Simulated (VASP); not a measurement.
# Al in VASP: further runs, part 2 of 2

VASP 6.6.1. The steps go on from the part before.

## 3. Single point, PBE+D3(BJ)

File INCAR:

```
PREC = Accurate
ENCUT = 520
EDIFF = 1E-6
ISMEAR = -1
SIGMA = 0.05
LREAL = Auto
LASPH = True
NELM = 100
ALGO = Normal
ISIF = 2
LWAVE = False
LCHARG = False
GGA = PE
IVDW = 12
NBANDS = 42
```

File KPOINTS:

```
Automatic mesh
0
Gamma
  3 2 1
```

File POSCAR:

```
Al
1.0
    5.7275650000      0.0000000000      0.0000000000
    4.2956740000      7.4403250000      0.0000000000
    0.0000000000      0.0000000000     17.6765370000
Al
18
Direct
    0.1666684695      0.1111107378      0.0565721668
    0.6666715249      0.1111107378      0.0565721668
    0.1666708227      0.4444429511      0.0565721668
    0.6666738781      0.4444429511      0.0565721668
    0.1666731759      0.7777751644      0.0565721668
    0.6666762313      0.7777751644      0.0565721668
   -0.1192542466      0.2135256188      0.2123040276
    0.3572128444      0.2074506154      0.1948062565
   -0.2000499520      0.5732276480      0.1876668490
    0.2804315158      0.5634296889      0.2080894012
   -0.1559627455      0.8754590693      0.1912365527
    0.3563451706      0.8863591308      0.1892225836
   -0.0130664158      0.0702657478      0.3546848571
    0.4758247297      0.0200394472      0.3564612231
    0.0580359206      0.3906012170      0.3359085549
    0.5175102313      0.3459123089      0.3672155921
    0.0160274881      0.7010312050      0.3646132724
    0.5152179070      0.6685460649      0.3918131702
```

Potentials or basis: VASP PAW PBE potentials, release 64 (Al).

On the command line:

```
cat potpaw_PBE.64/Al/POTCAR > POTCAR
mpirun -np 1 vasp_std > vasp.out
```

OUTCAR:

```text
PREC = Accurate
   ENCUT = 520
   EDIFF = 1E-6
   ISMEAR = -1
   LREAL = Auto
   LASPH = True
   NELM = 100
   ISIF = 2
   GGA = PE
   IVDW = 12
 IVDW          = 12

 ion  position               nearest neighbor table
   1  0.167  0.111  0.057-   4 2.86   2 2.86   3 2.86   5 2.86   2 2.86   6 2.86  12 2.88   8 2.96
                             7 3.10
   2  0.667  0.111  0.057-   1 2.86   3 2.86   4 2.86   6 2.86   5 2.86   1 2.86   8 2.89  11 2.96
                             7 3.31
   3  0.167  0.444  0.057-   6 2.86   4 2.86   2 2.86   5 2.86   1 2.86   4 2.86   9 2.95   8 3.01
                            10 3.05
   4  0.667  0.444  0.057-   9 2.83   1 2.86   3 2.86   5 2.86   6 2.86   2 2.86   3 2.86   7 3.25
                            10 3.29
   5  0.167  0.778  0.057-   6 2.86   4 2.86   3 2.86   1 2.86   2 2.86   6 2.86  11 2.87  12 2.93
                            10 3.13
   6  0.667  0.778  0.057-   9 2.77  12 2.81   3 2.86   5 2.86   4 2.86   2 2.86   5 2.86   1 2.86
                            11 2.87
   7  0.881  0.214  0.212-   8 2.72  13 2.73  12 2.80   9 2.92  11 3.04   8 3.04   1 3.10  15 3.11
                            10 3.24   4 3.25  16 3.28   2 3.31
   8  0.357  0.207  0.195-   7 2.72  12 2.76  11 2.82  10 2.87   2 2.89   1 2.96  15 2.99   3 3.01
                             7 3.04   9 3.17  14 3.18
   9  0.800  0.573  0.188-  12 2.62  11 2.73  10 2.73   6 2.77   4 2.83   7 2.92   3 2.95  15 3.03
                            10 3.04   8 3.17
  10  0.280  0.563  0.208-  11 2.61   9 2.73   8 2.87  12 3.03   9 3.04   3 3.05  17 3.09   5 3.13
                             7 3.24  16 3.27  15 3.29   4 3.29
  11  0.844  0.875  0.191-  10 2.61   9 2.73  12 2.75   8 2.82   5 2.87   6 2.87   2 2.96  12 2.98
                             7 3.04  17 3.34
  12  0.356  0.886  0.189-   9 2.62  11 2.75   8 2.76   7 2.80   6 2.81   1 2.88   5 2.93  11 2.98
                            10 3.03  14 3.36
  13  0.987  0.070  0.355-  16 2.55  14 2.61   7 2.73  15 3.00  17 3.10  14 3.17  18 3.32
  14  0.476  0.020  0.356-  13 2.61  15 2.89  16 2.93  17 2.94  18 2.98  13 3.17   8 3.18  12 3.36

  15  0.058  0.391  0.336-  16 2.52  17 2.61  14 2.89  18 2.99   8 2.99  13 3.00   9 3.03   7 3.11
                            10 3.29  16 3.35
  16  0.518  0.346  0.367-  15 2.52  13 2.55  18 2.80  14 2.93  17 2.97  10 3.27   7 3.28  15 3.35

[... 203 lines left out ...]
 non-spin polarized calculation
  energy-cutoff  :      520.00
  volume of cell :      753.28
 maximum number of plane-waves:     20332
 NGX is ok and might be reduce to    42
   NGX = 21   NGY = 31   NGZ = 65

 number of electron      54.0000000 magnetization

 Free energy of the ion-electron system (eV)
  ---------------------------------------------------
  ext. energy  EPLUGINS =         0.00000000
  ---------------------------------------------------
  free energy    TOTEN  =       -61.06827056 eV

  energy without entropy =      -60.98450331  energy(sigma->0) =      -61.02638693

 E-fermi :   0.8082     XC(G=0):  -5.3416

 val. band max:        0.7894256648   @ k =   0.3333   0.0000   0.0000
 cond. band min:       0.8348618620   @ k =   0.0000   0.5000   0.0000
 fundamental gap:      0.0454361972
 Fermi energy:         0.8081585345

 k-point     1 :       0.0000    0.0000    0.0000
  band No.  band energies     occupation
      1      -9.0673      2.00000
      2      -7.6564      2.00000
      3      -6.5089      2.00000
      4      -6.3159      2.00000
      5      -5.8579      2.00000
      6      -5.1774      2.00000
[... 157 lines left out ...]
     38       3.3070      0.00000
     39       3.4760      0.00000
 [bands above 39 left out]

------------------------ aborting loop because EDIFF is reached ----------------------------------------

 Edisp (eV)   -3.76157

 E8    (eV) :    -1.7449

  FORCE on cell =-STRESS in cart. coord.  units (eV):
  Direction    XX          YY          ZZ          XY          YZ          ZX
  --------------------------------------------------------------------------------------
  -------------------------------------------------------------------------------------
  Total     -12.72319   -14.83270   -11.91028    -0.72097    -0.11309     0.68676
  in kB     -27.06122   -31.54800   -25.33223    -1.53344    -0.24053     1.46068
  external pressure =      -27.98 kB  Pullay stress =        0.00 kB

 VOLUME and BASIS-vectors are now :
 -----------------------------------------------------------------------------
  energy-cutoff  :      520.00
  volume of cell :      753.28
      direct lattice vectors                 reciprocal lattice vectors
     5.727565000  0.000000000  0.000000000     0.174594265 -0.100802054  0.000000000
     4.295674000  7.440325000  0.000000000     0.000000000  0.134402731  0.000000000
     0.000000000  0.000000000 17.676537000     0.000000000  0.000000000  0.056572167

 POSITION                                       TOTAL-FORCE (eV/Angst)
 -----------------------------------------------------------------------------------
      1.43190      0.82670      1.00000        -0.151003      0.003328      0.265404
      4.29570      0.82670      1.00000         0.213325      0.073536      0.411424
      2.86380      3.30680      1.00000         0.059389      0.012953      0.294450
      5.72760      3.30680      1.00000        -0.096369     -0.057295      0.485180
      4.29570      5.78690      1.00000         0.098742     -0.011789      0.156703
      7.15950      5.78690      1.00000        -0.029494      0.014561     -0.243791
[... 10 lines left out ...]
      3.10320      5.21590      6.44510        -0.053301      0.578470     -0.538696
      5.82280      4.97420      6.92590         0.348740      0.202520     -0.423294
 -----------------------------------------------------------------------------------
    total drift:                                0.001832      0.007921     -0.001356

  FREE ENERGIE OF THE ION-ELECTRON SYSTEM (eV)
  ---------------------------------------------------
  free  energy   TOTEN  =       -64.8298416264 eV

  energy  without entropy=      -64.7460743683  energy(sigma->0) =      -64.78795800
```

stdout:

```text
POSCAR found type information on POSCAR Al
 POSCAR found :  1 types and      18 ions
 scaLAPACK will be used
 LDA part: xc-table for (Slater+PW92), standard interpolation
 -----------------------------------------------------------------------------
|                                                                             |
|           W    W    AA    RRRRR   N    N  II  N    N   GGGG   !!!           |
|           W    W   A  A   R    R  NN   N  II  NN   N  G    G  !!!           |
|           W    W  A    A  R    R  N N  N  II  N N  N  G       !!!           |
|           W WW W  AAAAAA  RRRRR   N  N N  II  N  N N  G  GGG   !            |
|           WW  WW  A    A  R   R   N   NN  II  N   NN  G    G                |
|           W    W  A    A  R    R  N    N  II  N    N   GGGG   !!!           |
|                                                                             |
|     Your reciprocal lattice and k-lattice belong to different lattice       |
|     classes:                                                                |
|                                                                             |
|        The reciprocal lattice is simple monoclinic,                         |
|        whereas your k-lattice is hexagonal.                                 |
|                                                                             |
|     Results are often still useful ...                                      |
|                                                                             |
 -----------------------------------------------------------------------------

 POSCAR, INCAR and KPOINTS ok, starting setup
 FFT: planning ... GRIDC
 FFT: planning ... GRID_SOFT
 FFT: planning ... GRID
 WAVECAR not read
 entering main loop
```

Wall time 4.9 min (1 thread of Intel Xeon Platinum 8124M at 3.00GHz (Skylake/Cascade Lake), shared host); peak memory 0.76 GiB.

What came out:

```yaml
Free_energy: -64.8298 eV
Largest_force: 1.355 eV/Å
Band_gap_on_the_k_mesh: zero (bands 27 and 28 overlap by 0.80 eV)
Dispersion_energy_per_atom: -0.209 eV
```

Forces in eV/Å, atoms in the order of the input:
```
Al  -0.151  0.003  0.265
Al   0.213  0.074  0.411
Al   0.059  0.013  0.294
Al  -0.096 -0.057  0.485
Al   0.099 -0.012  0.157
Al  -0.029  0.015 -0.244
Al  -0.693  0.357 -0.341
Al   0.561  0.361  0.171
Al  -0.413 -0.925  0.439
Al   0.914 -0.592  0.259
Al   0.262  0.811  0.435
Al  -0.744  0.111  0.496
Al  -0.161 -0.761 -0.290
Al   0.501 -0.223 -0.576
Al  -1.178 -0.324 -0.586
Al   0.561  0.368 -0.415
Al  -0.053  0.578 -0.539
Al   0.349  0.203 -0.423
```

Caveat: the k points lie up to 0.42 Å⁻¹ apart, too coarse for converged energies and pressures of a metal; the atoms stand as in a frame of molecular dynamics; there is no dipole correction, which matters where the two faces differ.

## 4. Single point, PBE+D3(BJ)

File INCAR:

```
SYSTEM = Al
ALGO = Normal
EDIFF = 1E-7
ENCUT = 520
GGA = PE
ISIF = 2
ISMEAR = -1
IVDW = 12
LASPH = .TRUE.
LCHARG = .TRUE.
LELF = .TRUE.
LREAL = Auto
LVHAR = .TRUE.
LWAVE = .FALSE.
NBANDS = 42
NELM = 80
PREC = Accurate
SIGMA = 0.05
```

File KPOINTS:

```
k-points
0
G
  3 2 1
  0 0 0
```

File POSCAR:

```
Al
1.0
    5.7275650000      0.0000000000      0.0000000000
    4.2956740000      7.4403250000      0.0000000000
    0.0000000000      0.0000000000     17.6765370000
Al
18
Direct
    0.1666684695      0.1111107378      0.0565721668
    0.6666715249      0.1111107378      0.0565721668
    0.1666708227      0.4444429511      0.0565721668
    0.6666738781      0.4444429511      0.0565721668
    0.1666731759      0.7777751644      0.0565721668
    0.6666762313      0.7777751644      0.0565721668
   -0.2007133369      0.2512524655      0.1914741558
    0.2652351285      0.2439543972      0.1810479055
   -0.1856143315      0.5392909584      0.2088418110
    0.2372215686      0.5595857708      0.1818568875
   -0.1931474409      0.9495284144      0.2061942336
    0.3990917170      0.8745720113      0.1955926096
    0.0166430998      0.0419202118      0.3230836447
    0.4734859516      0.0319340889      0.3362197019
   -0.0213712070      0.4456122548      0.3542945092
    0.5164899598      0.2979439742      0.3397498051
   -0.0382345415      0.7714716763      0.3315015831
    0.4503451630      0.7270381334      0.3684375509
```

On the command line:

```
cat potpaw_PBE.64/Al/POTCAR > POTCAR
mpirun -np 1 vasp_std > vasp.out
```

It took 5.3 min on 1 thread of Intel Xeon Platinum 8124M at 3.00GHz (Skylake/Cascade Lake), shared host; peak memory 0.77 GiB.

It converged, with:

```yaml
Free_energy: -64.6268 eV
Largest_force: 2.179 eV/Å
Band_gap_on_the_k_mesh: zero (bands 27 and 28 overlap by 0.67 eV)
Dispersion_energy_per_atom: -0.218 eV
```

Forces on the atoms (eV/Å):
```
Al  -0.137 -0.382  0.015
Al   0.063  0.017  0.270
Al  -0.259 -0.054 -0.964
Al  -0.120  0.205  0.150
Al   0.161  0.134  0.439
Al  -0.059  0.012  0.402
Al  -0.729 -0.258  0.010
Al   0.778 -0.960  0.837
Al  -0.786  1.190  0.180
Al   1.666  0.977  1.009
Al   0.077 -0.591 -0.871
Al  -0.844  0.180  0.120
Al   0.213  0.807 -0.057
Al  -0.691 -0.597 -0.308
Al  -0.286 -0.218 -0.285
Al   0.947  1.552 -0.416
Al  -0.444 -1.621  0.182
Al   0.449 -0.396 -0.713
```

Levels at points of the mesh, in eV from the Fermi level:
```
           k point  band 23  band 24  band 25  band 26  band 27  band 28  band 29  band 30  band 31  band 32
(0.00, 0.00, 0.00)    -0.92    -0.67    -0.51    -0.39    -0.20    -0.04     0.14     0.37     0.59     1.14
(0.00, 0.50, 0.00)    -1.45    -1.18    -0.64    -0.54    -0.49    -0.29    -0.05     0.06     0.57     0.63
```

Caveat: the k points lie up to 0.42 Å⁻¹ apart, too coarse for converged energies and pressures of a metal; the atoms stand as in a frame of molecular dynamics; there is no dipole correction, which matters where the two faces differ.

## 5. Overview

```csv
cell,gap on the mesh (eV),largest force (eV/Å)
"as given, atomic positions A",none,2.43
"as given, atomic positions B",none,1.35
"as given, atomic positions C",none,2.18
```

Alike in all rows: task single point; level PBE+D3(BJ); potentials or basis VASP PAW PBE potentials, release 64 (Al); no spin polarisation; k mesh 3 × 2 × 1; cutoff (eV) 520; smearing fermi-dirac 0.05 eV.

Caveats: all runs use coarse meshes; the atoms stand as in a frame of molecular dynamics; there is no dipole correction, which matters where the two faces differ.

Absolute energies hang on the potentials; compare differences alone.

The gap in the log of VASP goes by the Fermi energy; the results here count the filled bands.